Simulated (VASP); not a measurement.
# Zr2C (P4_2/mnm) in VASP: relaxation of cell and atoms with PBE

Aim: the relaxation of cell and atoms of Zr2C with PBE.

Everything below comes from runs of VASP 6.6.1. Logs are shortened: lines on timing, memory, paths and dates and some standing lists are left out, and cuts for length are marked.

## Step 1: The cell of the first run

It takes space group P4_2/mnm (No. 136, tetragonal). The conventional cell has a = 5.507 Å, b = 5.507 Å, c = 3.394 Å, α = 90.00°, β = 90.00°, γ = 90.00°. Zr (site symmetry m2m) has 3 C at 2.31 to 2.32 Å and 11 Zr at 3.16 to 3.39 Å within 3.4 Å. C (site symmetry mmm) has 6 Zr at 2.31 to 2.32 Å within 3.1 Å.

## Step 2: Relaxation of cell and atoms, PBE

Contents of INCAR:

```
SYSTEM = Zr2C
PREC     = Accurate       ! precision mode
ENCUT    = 600            ! plane-wave cutoff, eV
EDIFF    = 1E-6           ! SCF threshold, eV
ISMEAR   = 0              ! smearing method
SIGMA    = 0.1            ! smearing width, eV
LREAL    = .False.        ! projectors in reciprocal space
LASPH    = .True.         ! aspherical terms in the spheres
NELM     = 60             ! most SCF steps
ALGO     = Normal         ! electronic algorithm
ISIF     = 3              ! what is computed and relaxed
LWAVE    = .False.        ! write WAVECAR
LCHARG   = .False.        ! write CHGCAR
GGA      = PE             ! functional
IBRION   = 2              ! ionic algorithm
NSW      = 100            ! ionic steps
EDIFFG   = -0.01          ! ionic threshold
```

Contents of KPOINTS:

```
Automatic mesh
0
Gamma
  8 8 12
  0 0 0
```

Contents of POSCAR:

```
Zr2C
1.0
    5.5070535200      0.0000000000      0.0000000000
    0.0000000000      5.5070535200      0.0000000000
    0.0000000000      0.0000000000      3.3943048876
Zr C
4 2
Direct
    0.2028535925      0.7971464075      0.5000000000
    0.7028535925      0.7028535925      0.0000000000
    0.7971464075      0.2028535925      0.5000000000
    0.2971464075      0.2971464075      0.0000000000
    0.5000000000      0.5000000000      0.5000000000
    0.0000000000      0.0000000000      0.0000000000
```

Potentials or basis: VASP PAW PBE potentials, release 64 (Zr_sv, C).

Command:

```sh
$ cat potpaw_PBE.64/Zr_sv/POTCAR potpaw_PBE.64/C/POTCAR > POTCAR
$ mpirun -np 1 vasp_std > vasp.out
```

OUTCAR:

```text
SYSTEM = Zr2C
   PREC = Accurate
   ENCUT = 600
   EDIFF = 1E-6
   ISMEAR = 0
   LREAL = .False.
   LASPH = .True.
   NELM = 60
   ISIF = 3
   GGA = PE
   IBRION = 2
   NSW = 100
   EDIFFG = -0.01

 ion  position               nearest neighbor table
   1  0.203  0.797  0.500-   5 2.31   6 2.32   6 2.32   3 3.16   4 3.28   2 3.28   4 3.28   2 3.28
                             4 3.28   4 3.28   2 3.28   2 3.28
   2  0.703  0.703  0.000-   6 2.31   5 2.32   5 2.32   4 3.16   1 3.28   1 3.28   3 3.28   3 3.28
                             3 3.28   3 3.28   1 3.28   1 3.28
   3  0.797  0.203  0.500-   5 2.31   6 2.32   6 2.32   1 3.16   4 3.28   2 3.28   4 3.28   2 3.28
                             2 3.28   2 3.28   4 3.28   4 3.28
   4  0.297  0.297  0.000-   6 2.31   5 2.32   5 2.32   2 3.16   3 3.28   1 3.28   3 3.28   1 3.28
                             1 3.28   1 3.28   3 3.28   3 3.28
   5  0.500  0.500  0.500-   1 2.31   3 2.31   2 2.32   4 2.32   2 2.32   4 2.32
   6  0.000  0.000  0.000-   2 2.31   4 2.31   3 2.32   1 2.32   1 2.32   3 2.32

  LATTYP: Found a simple tetragonal cell.
 ALAT       =     5.5070535200
 C/A-ratio  =     0.6163558925

  Lattice vectors:

 A1 = (   5.5070535200,   0.0000000000,   0.0000000000)
 A2 = (   0.0000000000,   5.5070535200,   0.0000000000)
 A3 = (   0.0000000000,   0.0000000000,   3.3943048876)

Analysis of symmetry for initial positions (statically):
=====================================================================
 Subroutine PRICEL returns:
 Original cell was already a primitive cell.

 Routine SETGRP: Setting up the symmetry group for a
 simple tetragonal supercell.

 Subroutine GETGRP returns: Found 16 space group operations
 (whereof  8 operations were pure point group operations)
 out of a pool of 16 trial point group operations.

The static configuration has the point symmetry D_2h.
 The point group associated with its full space group is D_4h.

Analysis of symmetry for dynamics (positions and initial velocities):
=====================================================================
 Subroutine PRICEL returns:
 Original cell was already a primitive cell.

 Routine SETGRP: Setting up the symmetry group for a
 simple tetragonal supercell.

 Subroutine GETGRP returns: Found 16 space group operations
 (whereof  8 operations were pure point group operations)
 out of a pool of 16 trial point group operations.

The dynamic configuration has the point symmetry D_2h.
 The point group associated with its full space group is D_4h.

[... 109 lines left out ...]
   NSW    =    100    number of steps for IOM
   IBRION =      2    ionic relax: 0-MD 1-quasi-New 2-CG
   NFREE  =      1    steps in history (QN), initial steepest desc. (CG)
   ISIF   =      3    stress and relaxation
   ISYM   =      2    0-nonsym 1-usesym 2-fastsym
   POTIM  = 0.5000    time-step for ionic-motion
   TEBEG  =    0.0;   TEEND  =   0.0 temperature during run
   PSTRESS=    0.0 pullay stress
   NELECT =      56.0000    total number of electrons
   NUPDOWN=      -1.0000    fix difference up-down
   EMIN   =  10.00;   EMAX   =-10.00  energy-range for DOS
   EFERMI =   0.00;   METHOD = LEGACY
   ISMEAR =     0;   SIGMA  =   0.10  broadening in eV -4-tet -1-fermi 0-gaus
   EFERMI_NEDOS =   21; number of points for ismear=-14 and -15
   IALGO  =     38    algorithm
   IMIX   =      4    mixing-type and parameters
     AMIX     =   0.40;   BMIX     =  1.00
     AMIX_MAG =   1.60;   BMIX_MAG =  1.00
  volume/ion in A,a.u.               =      17.16       115.78
  Fermi-wavevector in a.u.,A,eV,Ry     =   1.336414  2.525456 24.300039  1.786002
  Thomas-Fermi vector in A             =   2.465042
   LORBIT       =      0    0 simple, 1 ext, 2 COOP (PROOUT), +10 PAW based schemes
   GGA     = PE    functional components
   LHFCALC =     F    Hartree Fock is set to
   AEXX    =    0.0000 exact exchange contribution
   IVDW    =     0    specifies the selected vdW correction
   LEPSILON=     F    determine dielectric tensor
   LRPA    =     F    only Hartree local field effects (RPA)
 conjugate gradient relaxation of ions
 non-spin polarized calculation
 Gauss-broadening in eV      SIGMA  =   0.10
  energy-cutoff  :      600.00
  volume of cell :      102.94
 maximum number of plane-waves:      3466
 NGX is ok and might be reduce to    48
   NGX = 21   NGY = 21   NGZ = 13

--------------------------------------- Ionic step        1  -------------------------------------------

 number of electron      56.0000001 magnetization

 Free energy of the ion-electron system (eV)
  ---------------------------------------------------
  ext. energy  EPLUGINS =         0.00000000
  ---------------------------------------------------
  free energy    TOTEN  =       -56.08444048 eV

  energy without entropy =      -56.06556791  energy(sigma->0) =      -56.07500420

------------------------ aborting loop because EDIFF is reached ----------------------------------------

  FORCE on cell =-STRESS in cart. coord.  units (eV):
  Direction    XX          YY          ZZ          XY          YZ          ZX
  --------------------------------------------------------------------------------------
  -------------------------------------------------------------------------------------
  Total        0.0013182      0.0013182      0.1541074     -0.0000000      0.0000000      0.0000000
  in kB        0.0205166      0.0205166      2.3985274     -0.0000000      0.0000000      0.0000000
  external PRESSURE =       0.8131869 kB  Pullay stress =       0.0000000 kB
[... 147 lines left out ...]
--------------------------------------- Ionic step        5  -------------------------------------------

 number of electron      56.0000001 magnetization

 Free energy of the ion-electron system (eV)
  ---------------------------------------------------
  ext. energy  EPLUGINS =         0.00000000
  ---------------------------------------------------
  free energy    TOTEN  =       -56.08469694 eV

  energy without entropy =      -56.06593161  energy(sigma->0) =      -56.07531428

 E-fermi :   8.6409     XC(G=0): -11.3803

 val. band max:        8.6213352425   @ k =   0.3750   0.0000   0.4167
 cond. band min:       8.6428353999   @ k =   0.1250   0.1250   0.0833
 fundamental gap:      0.0215001574
 Fermi energy:         8.6408933637

 k-point     1 :       0.0000    0.0000    0.0000
  band No.  band energies     occupation
      1     -39.7195      2.00000
      2     -39.6111      2.00000
      3     -39.6111      2.00000
      4     -39.5692      2.00000
      5     -18.2870      2.00000
      6     -18.0641      2.00000
[... 853 lines left out ...]
     32      10.5335      0.00000
     33      10.9438      0.00000

 [... further k-points ...]
[... 5 lines left out ...]
  --------------------------------------------------------------------------------------
  -------------------------------------------------------------------------------------
  Total        0.0077739      0.0077739     -0.0108768      0.0000000      0.0000000      0.0000000
  in kB        0.1209089      0.1209089     -0.1691704      0.0000000      0.0000000      0.0000000
  external PRESSURE =       0.0242158 kB  Pullay stress =       0.0000000 kB
[... 21 lines left out ...]
  FREE ENERGIE OF THE ION-ELECTRON SYSTEM (eV)
  ---------------------------------------------------
  free  energy   TOTEN  =       -56.0846969448 eV

  energy  without entropy=      -56.0659316059  energy(sigma->0) =      -56.07531428

 reached required accuracy - stopping structural energy minimisation
```

OSZICAR:

```text
N       E                     dE             d eps       ncg     rms          rms(c)
DAV:   1     0.612707455682E+03    0.61271E+03   -0.32786E+04  6930   0.189E+03
DAV:   2    -0.640104607867E+01   -0.61911E+03   -0.61053E+03  7866   0.508E+02
[... 34 lines left out ...]
   4 F= -.56084665E+02 E0= -.56075296E+02  d E =0.306156E-05
       N       E                     dE             d eps       ncg     rms          rms(c)
DAV:   1    -0.560848117837E+02   -0.14756E-03   -0.97663E-03  6974   0.759E-01    0.124E-01
DAV:   2    -0.560847279831E+02    0.83801E-04   -0.56101E-04  8460   0.166E-01    0.444E-02
DAV:   3    -0.560846972652E+02    0.30718E-04   -0.12927E-04  9418   0.714E-02    0.184E-02
DAV:   4    -0.560846977215E+02   -0.45635E-06   -0.16369E-05  8754   0.156E-02    0.727E-03
DAV:   5    -0.560846969448E+02    0.77674E-06   -0.67481E-06  8127   0.122E-02
   5 F= -.56084697E+02 E0= -.56075314E+02  d E =-.288528E-04
```

CONTCAR:

```text
Zr2C
   1.00000000000000
     5.5057991480849848    0.0000000000000000    0.0000000000000000
    -0.0000000000000000    5.5057991480849848    0.0000000000000000
     0.0000000000000000    0.0000000000000000    3.3981960221080767
  Zr              C
     4     2
Direct
     0.2025635090626545    0.7974364909373455    0.5000000000000000
     0.7025635090626545    0.7025635090626545    0.0000000000000000
     0.7974364909373455    0.2025635090626545    0.5000000000000000
     0.2974364909373455    0.2974364909373455    0.0000000000000000
     0.5000000000000000    0.5000000000000000    0.5000000000000000
     0.0000000000000000    0.0000000000000000    0.0000000000000000

  0.00000000E+00  0.00000000E+00  0.00000000E+00
  0.00000000E+00  0.00000000E+00  0.00000000E+00
  0.00000000E+00  0.00000000E+00  0.00000000E+00
  0.00000000E+00  0.00000000E+00  0.00000000E+00
  0.00000000E+00  0.00000000E+00  0.00000000E+00
  0.00000000E+00  0.00000000E+00  0.00000000E+00
```

It took 14 min on 1 thread of Intel Xeon Platinum 8124M at 3.00GHz (Skylake/Cascade Lake), shared host; peak memory 0.49 GiB.

What came out:

```yaml
Free_energy: -56.0847 eV
Relaxed_volume: 17.17 Å³/atom
Relaxed_cell: a = 5.506 Å, b = 5.506 Å, c = 3.398 Å, α = 90.00°, β = 90.00°, γ = 90.00°
Space_group_after_relaxing_to_0.1_Å: P4_2/mnm (No. 136)
Energy_gained_by_relaxing: 0.0 meV/atom
Ionic_steps: 5
Pressure_after_relaxing: 0.0 GPa
Band_gap_on_the_k_mesh: zero (bands 28 and 29 overlap by 1.71 eV)
```

The path:
```csv
step,energy change (eV),largest force (eV/Å),pressure (GPa),volume (Å³)
1,0.0000,0.0373,0.08,102.94
2,-0.0002,0.0104,-0.10,103.07
3,-0.0002,0.0107,-0.09,103.07
4,-0.0002,0.0085,0.11,102.95
5,-0.0003,0.0010,0.00,103.01
```

Final structure:
```yaml
crystal:
  lattice:
    - [5.50580, 0.00000, 0.00000]
    - [0.00000, 5.50580, 0.00000]
    - [0.00000, 0.00000, 3.39820]
  atoms:
    - { symbol: Zr, position: [0.20256, 0.79744, 0.50000] }
    - { symbol: Zr, position: [0.70256, 0.70256, 0.00000] }
    - { symbol: Zr, position: [0.79744, 0.20256, 0.50000] }
    - { symbol: Zr, position: [0.29744, 0.29744, 0.00000] }
    - { symbol: C, position: [0.50000, 0.50000, 0.50000] }
    - { symbol: C, position: [0.00000, 0.00000, 0.00000] }
```

Levels at points of the mesh, in eV from the Fermi level:
| k point | band 24 | band 25 | band 26 | band 27 | band 28 | band 29 | band 30 | band 31 | band 32 | band 33 |
| --- | --- | --- | --- | --- | --- | --- | --- | --- | --- | --- |
| (0.00, 0.00, 0.00) | -2.17 | -1.25 | -0.86 | 0.38 | 1.00 | 1.06 | 1.65 | 1.65 | 1.80 | 2.08 |
| (0.50, 0.00, 0.00) | -2.36 | -1.35 | -1.35 | -0.28 | -0.28 | 1.75 | 1.75 | 2.11 | 2.12 | 2.24 |
| (0.50, 0.50, 0.00) | -2.23 | -0.91 | -0.91 | -0.48 | -0.48 | 1.68 | 1.68 | 1.81 | 1.81 | 2.05 |
| (0.00, 0.00, 0.50) | -2.19 | -0.73 | -0.73 | -0.66 | -0.66 | -0.64 | -0.64 | 2.70 | 2.70 | 3.35 |
| (0.50, 0.00, 0.50) | -1.54 | -1.26 | -1.26 | -0.50 | -0.50 | -0.21 | -0.21 | 2.46 | 2.46 | 3.55 |
| (0.50, 0.50, 0.50) | -2.68 | -0.45 | -0.45 | -0.37 | -0.37 | 0.25 | 0.25 | 1.62 | 1.62 | 3.11 |

The gap in the log of VASP goes by the Fermi energy; the results here count the filled bands.